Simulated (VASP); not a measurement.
# MgB2 (P6/mmm) in VASP: single point with PBE

Aim: the single point of MgB2 with PBE.

Program: VASP 6.6.1. These are calculated values, not measurements. Logs are shortened: lines on timing, memory, paths and dates and some standing lists are left out, and cuts for length are marked.

## 1. The cell of the first run

The structure is hexagonal, space group P6/mmm (No. 191). Conventional cell: a = 3.085 Å, b = 3.085 Å, c = 3.523 Å, α = 90.00°, β = 90.00°, γ = 120.00°. Within 3.3 Å of Mg (site symmetry 6/mmm) lie 12 B at 2.51 Å and 6 Mg at 3.09 Å. Within 2.4 Å of B (site symmetry -6m2) lie 3 B at 1.78 Å.

## 2. Single point, PBE

Contents of INCAR:

```
ALGO = Normal
EDIFF = 1E-7
ENCUT = 520
GGA = PE
ISIF = 2
ISMEAR = -1
LASPH = T
LCHARG = F
LREAL = F
LWAVE = F
NBANDS = 11
NELM = 100
PREC = Accurate
SIGMA = 0.05
```

Contents of KPOINTS:

```
k-points
0
Gamma
  15 15 12
```

Contents of POSCAR:

```
MgB2
1.0
    3.0850007055      0.0000000000      0.0000000000
   -1.5425003528      2.6716889817      0.0000000000
    0.0000000000      0.0000000000      3.5230000000
Mg B
1 2
Direct
    0.0000000000      0.0000000000      0.0000000000
    0.3333333333      0.6666666667      0.5000000000
    0.6666666667      0.3333333333      0.5000000000
```

Potentials or basis: VASP PAW PBE potentials, release 64 (Mg, B).

Run with:

```bash
$ cat potpaw_PBE.64/Mg/POTCAR potpaw_PBE.64/B/POTCAR > POTCAR
$ mpirun -np 1 vasp_std > vasp.out
```

OUTCAR:

```text
EDIFF = 1E-7
   ENCUT = 520
   GGA = PE
   ISIF = 2
   ISMEAR = -1
   LASPH = T
   LREAL = F
   NELM = 100
   PREC = Accurate

 ion  position               nearest neighbor table
   1  0.000  0.000  0.000-   2 2.51   3 2.51   2 2.51   3 2.51   3 2.51   3 2.51   2 2.51   2 2.51
                             3 2.51   3 2.51   2 2.51   2 2.51
   2  0.333  0.667  0.500-   3 1.78   3 1.78   3 1.78   1 2.51   1 2.51   1 2.51   1 2.51   1 2.51
                             1 2.51
   3  0.667  0.333  0.500-   2 1.78   2 1.78   2 1.78   1 2.51   1 2.51   1 2.51   1 2.51   1 2.51
                             1 2.51

  LATTYP: Found a hexagonal cell.
 ALAT       =     3.0850007055
 C/A-ratio  =     1.1419770484

  Lattice vectors:

 A1 = (   3.0850007055,   0.0000000000,   0.0000000000)
 A2 = (  -1.5425003528,   2.6716889817,   0.0000000000)
 A3 = (   0.0000000000,   0.0000000000,   3.5230000000)

Analysis of symmetry for initial positions (statically):
=====================================================================
 Subroutine PRICEL returns:
 Original cell was already a primitive cell.

 Routine SETGRP: Setting up the symmetry group for a
 hexagonal supercell.

 Subroutine GETGRP returns: Found 24 space group operations
 (whereof 24 operations were pure point group operations)
 out of a pool of 24 trial point group operations.

The static configuration has the point symmetry D_6h.

Analysis of symmetry for dynamics (positions and initial velocities):
=====================================================================
 Subroutine PRICEL returns:
 Original cell was already a primitive cell.

 Routine SETGRP: Setting up the symmetry group for a
 hexagonal supercell.

 Subroutine GETGRP returns: Found 24 space group operations
 (whereof 24 operations were pure point group operations)
 out of a pool of 24 trial point group operations.

The dynamic configuration has the point symmetry D_6h.

 Subroutine INISYM returns: Found 24 space group operations
 (whereof 24 operations are pure point group operations),
 and found     1 'primitive' translations

----------------------------------------------------------------------------------------

                                     Primitive cell

  volume of cell :      29.0371

  direct lattice vectors                    reciprocal lattice vectors
     3.085000706  0.000000000  0.000000000     0.324149034  0.187147532  0.000000000
    -1.542500353  2.671688982  0.000000000     0.000000000  0.374295065  0.000000000
     0.000000000  0.000000000  3.523000000     0.000000000  0.000000000  0.283848992

  length of vectors
     3.085000706  3.085000706  3.523000000     0.374295065  0.374295065  0.283848992

  position of ions in fractional coordinates (direct lattice)
     0.000000000  0.000000000  0.000000000
     0.333333333  0.666666667  0.500000000
     0.666666667  0.333333333  0.500000000

  ion indices of the primitive-cell ions
   primitive index   ion index
                 1           1
                 2           2
                 3           3

----------------------------------------------------------------------------------------

 KPOINTS: k-points

Automatic generation of k-mesh.
 Grid dimensions read from file:
 generate k-points for:   15   15   12

 Generating k-lattice:

  Cartesian coordinates                     Fractional coordinates (reciprocal lattice)
     0.021609936  0.012476502  0.000000000     0.066666667  0.000000000  0.000000000
     0.000000000  0.024953004  0.000000000     0.000000000  0.066666667  0.000000000
     0.000000000  0.000000000  0.023654083     0.000000000  0.000000000  0.083333333

  Length of vectors
     0.024953004  0.024953004  0.023654083

  Shift w.r.t. Gamma in fractional coordinates (k-lattice)
     0.000000000  0.000000000  0.000000000

 Subroutine IBZKPT returns following result:
 ===========================================

 Found    189 irreducible k-points:

 Following reciprocal coordinates:
            Coordinates               Weight
  0.000000  0.000000  0.000000      1.000000
  0.066667 -0.000000  0.000000      6.000000
  0.133333  0.000000  0.000000      6.000000
  0.200000  0.000000  0.000000      6.000000
  0.266667  0.000000  0.000000      6.000000
  0.333333  0.000000  0.000000      6.000000
[... 16 lines left out ...]
  0.333333  0.200000  0.000000     12.000000
  0.400000  0.200000  0.000000      6.000000
 [... further k-points ...]
   k-points           NKPTS =    189   k-points in BZ     NKDIM =    189   number of bands    NBANDS=     11
   number of dos      NEDOS =    301   number of ions     NIONS =      3
   total plane-waves  NPLWV =  16128
   dimension x,y,z NGX =    24 NGY =   24 NGZ =   28
   dimension x,y,z NGXF=    48 NGYF=   48 NGZF=   56
   ions per type =               1   2
   NGX,Y,Z   is equivalent  to a cutoff of  12.93, 12.93, 13.21 a.u.
   NGXF,Y,Z  is equivalent  to a cutoff of  25.87, 25.87, 26.43 a.u.
 SYSTEM =  unknown system
   PREC   = accura    normal or accurate (medium, high low for compatibility)
   ISTART =      0    job   : 0-new  1-cont  2-samecut
   ICHARG =      2    charge: 1-file 2-atom 10-const
   ISPIN  =      1    spin polarized calculation?
   LNONCOLLINEAR =      F non collinear calculations
   LSORBIT =      F    spin-orbit coupling
   LASPH  =      T    aspherical Exc in radial PAW
   ENCUT  =  520.0 eV  38.22 Ry    6.18 a.u.   5.74  5.74  6.55*2*pi/ulx,y,z
   NELM   =    100;   NELMIN=  2; NELMDL= -5     # of ELM steps
   EDIFF  = 0.1E-06   stopping-criterion for ELM
   LREAL  =      F    real-space projection
   EDIFFG = 0.1E-05   stopping-criterion for IOM
   NSW    =      0    number of steps for IOM
   IBRION =     -1    ionic relax: 0-MD 1-quasi-New 2-CG
   NFREE  =      0    steps in history (QN), initial steepest desc. (CG)
   ISIF   =      2    stress and relaxation
   ISYM   =      2    0-nonsym 1-usesym 2-fastsym
   POTIM  = 0.5000    time-step for ionic-motion
   TEBEG  =    0.0;   TEEND  =   0.0 temperature during run
   PSTRESS=    0.0 pullay stress
   NELECT =       8.0000    total number of electrons
   NUPDOWN=      -1.0000    fix difference up-down
   EMIN   =  10.00;   EMAX   =-10.00  energy-range for DOS
   EFERMI =   0.00;   METHOD = LEGACY
   ISMEAR =    -1;   SIGMA  =   0.05  broadening in eV -4-tet -1-fermi 0-gaus
   EFERMI_NEDOS =   21; number of points for ismear=-14 and -15
   IALGO  =     38    algorithm
   IMIX   =      4    mixing-type and parameters
     AMIX     =   0.40;   BMIX     =  1.00
     AMIX_MAG =   1.60;   BMIX_MAG =  1.00
  volume/ion in A,a.u.               =       9.68        65.32
  Fermi-wavevector in a.u.,A,eV,Ry     =   1.065255  2.013040 15.439457  1.134768
  Thomas-Fermi vector in A             =   2.200800
   LORBIT       =      0    0 simple, 1 ext, 2 COOP (PROOUT), +10 PAW based schemes
   GGA     = PE    functional components
   LHFCALC =     F    Hartree Fock is set to
   AEXX    =    0.0000 exact exchange contribution
   IVDW    =     0    specifies the selected vdW correction
   LEPSILON=     F    determine dielectric tensor
   LRPA    =     F    only Hartree local field effects (RPA)
 non-spin polarized calculation
  energy-cutoff  :      520.00
  volume of cell :       29.04
 maximum number of plane-waves:       806
 NGX is ok and might be reduce to    24
   NGX = 11   NGY = 11   NGZ = 13

 number of electron       8.0000000 magnetization

 Free energy of the ion-electron system (eV)
  ---------------------------------------------------
  ext. energy  EPLUGINS =         0.00000000
  ---------------------------------------------------
  free energy    TOTEN  =       -15.32509226 eV

  energy without entropy =      -15.31860678  energy(sigma->0) =      -15.32184952

 E-fermi :   5.2506     XC(G=0): -10.9111

 val. band max:        5.2428127485   @ k =   0.3333   0.2000   0.0833
 cond. band min:       5.2944954210   @ k =   0.3333   0.2000   0.3333
 fundamental gap:      0.0516826725
 Fermi energy:         5.2506181160

 k-point     1 :       0.0000    0.0000    0.0000
  band No.  band energies     occupation
      1      -7.1534      2.00000
      2       2.3281      2.00000
      3       5.6189      0.00126
      4       5.6189      0.00126
      5       6.9184      0.00000
      6      11.5586      0.00000
      7      11.5586      0.00000
      8      13.3351      0.00000
      9      15.1907      0.00000
     10      17.9131      0.00000
     11      21.4067      0.00000

 k-point     2 :       0.0667   -0.0000    0.0000
  band No.  band energies     occupation
      1      -7.0763      2.00000
      2       2.4033      2.00000
      3       5.2162      1.33098
      4       5.4312      0.05255
      5       6.9869      0.00000
      6      11.5105      0.00000
      7      11.9022      0.00000
      8      13.5079      0.00000
      9      14.9140      0.00000
     10      18.3068      0.00000
     11      21.0284      0.00000

 k-point     3 :       0.1333    0.0000    0.0000
  band No.  band energies     occupation
      1      -6.8454      2.00000
      2       2.6283      2.00000
      3       4.2058      2.00000
      4       4.9779      1.99149
      5       7.1995      0.00000
      6      11.2620      0.00000
      7      12.8191      0.00000
      8      13.9989      0.00000
      9      14.1454      0.00000
     10      19.3443      0.00000
     11      20.1994      0.00000
[... 267 lines left out ...]
 k-point    23 :       0.3333    0.2000    0.0000
  band No.  band energies     occupation
      1      -3.5235      2.00000
      2      -1.3245      2.00000
      3       0.9407      2.00000
      4       5.6580      0.00058
      5       8.4661      0.00000
      6      10.3354      0.00000
      7      11.6766      0.00000
      8      13.3831      0.00000
      9      14.9575      0.00000
     10      17.0542      0.00000
     11      17.9840      0.00000

 k-point    24 :       0.4000    0.2000    0.0000
  band No.  band energies     occupation
      1      -2.8170      2.00000
      2      -2.1265      2.00000
      3       0.8466      2.00000
      4       6.0498      0.00000
      5       7.9926      0.00000
      6      10.9046      0.00000
      7      11.2078      0.00000
      8      13.3052      0.00000
      9      14.8081      0.00000
     10      17.0746      0.00000
     11      18.9297      0.00000

 [... further k-points ...]
[... 5 lines left out ...]
  --------------------------------------------------------------------------------------
  -------------------------------------------------------------------------------------
  Total       -0.3410797     -0.3410797     -0.0253136      0.0000000      0.0000000      0.0000000
  in kB      -18.8196989    -18.8196989     -1.3967239      0.0000000      0.0000000      0.0000000
  external PRESSURE =     -13.0120405 kB  Pullay stress =       0.0000000 kB

 VOLUME and BASIS-vectors are now :
 -----------------------------------------------------------------------------
  energy-cutoff  :      520.00
  volume of cell :       29.04
      direct lattice vectors                 reciprocal lattice vectors
     3.085000706  0.000000000  0.000000000     0.324149034  0.187147532  0.000000000
    -1.542500353  2.671688982  0.000000000     0.000000000  0.374295065  0.000000000
     0.000000000  0.000000000  3.523000000     0.000000000  0.000000000  0.283848992

 POSITION                                       TOTAL-FORCE (eV/Angst)
 -----------------------------------------------------------------------------------
      0.00000      0.00000      0.00000         0.000000      0.000000      0.000000
     -0.00000      1.78113      1.76150         0.000000      0.000000      0.000000
      1.54250      0.89056      1.76150        -0.000000      0.000000      0.000000
 -----------------------------------------------------------------------------------
    total drift:                                0.000000     -0.000000      0.000000

  FREE ENERGIE OF THE ION-ELECTRON SYSTEM (eV)
  ---------------------------------------------------
  free  energy   TOTEN  =       -15.3250922649 eV

  energy  without entropy=      -15.3186067818  energy(sigma->0) =      -15.32184952
```

It took 21 s on 1 thread of Intel Xeon Platinum 8488C (Sapphire Rapids), shared host; peak memory 0.19 GiB.

Results:

| Quantity | Value |
| --- | --- |
| Free energy | -15.3251 eV |
| Pressure | -1.3 GPa |
| Band gap on the k mesh | zero (band 4 reaches 7.06 eV, above the bottom of band 5 at 3.26 eV) |

Stress tensor (GPa, compression positive):
```
-1.88  0.00  0.00
 0.00 -1.88  0.00
 0.00  0.00 -0.14
```
